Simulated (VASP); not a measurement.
ScAl5:

```
CELL_PARAMETERS angstrom
2.95641 0.00000 0.00000
-1.47820 2.56032 0.00000
0.00000 0.00000 14.12468
ATOMIC_POSITIONS crystal
Sc 0.00000 0.00000 0.00000
Al 0.33333 0.66667 0.17423
Al 0.66667 0.33333 0.33615
Al 0.00000 0.00000 0.50000
Al 0.33333 0.66667 0.66385
Al 0.66667 0.33333 0.82577
```

- Program: VASP 6.6.1
- Task: relaxation of cell and atoms
- Functional: PBE
- Potentials or basis: VASP PAW PBE potentials, release 64 (Sc_sv, Al)
- Cutoff: 600 eV
- k mesh: 12 × 12 × 4
- Occupations: gaussian, width 0.1 eV
- Spin: no spin polarisation

At the start: pressure 0.3 GPa; volume 17.82 Å³/atom.

Where does the relaxation end?

Over 12 steps the energy falls by 5.2 meV/atom and the volume is 18.05 Å³/atom (+1.3 %); space group P-3m1 (No. 164, to 0.1 Å) before and after.

Step by step:
```csv
step,energy change (eV),largest force (eV/Å),pressure (GPa),volume (Å³)
1,0.0000,0.0661,0.29,106.91
2,-0.0126,0.0644,0.06,107.41
3,-0.0190,0.0679,-0.17,108.03
4,-0.0203,0.0768,-0.24,108.27
5,-0.0230,0.0956,-0.37,108.73
6,-0.0169,0.1075,-0.54,109.62
7,-0.0233,0.1007,-0.40,108.85
8,-0.0234,0.1039,-0.43,108.97
9,-0.0265,0.0823,0.35,107.91
10,-0.0265,0.0845,0.29,107.99
11,-0.0299,0.0397,0.13,108.16
12,-0.0310,0.0006,0.01,108.33
```

Final structure:
```
Sc Al
1.0
     3.03087    0.00000    0.00000
    -1.51544    2.62481    0.00000
     0.00000    0.00000   13.61655
Sc Al
1 5
Direct
  0.00000 0.00000 0.00000
  0.33333 0.66667 0.17760
  0.66667 0.33333 0.33947
  0.00000 0.00000 0.50000
  0.33333 0.66667 0.66053
  0.66667 0.33333 0.82240
```

Caveat: the highest band is partly filled, so the run has too few bands.
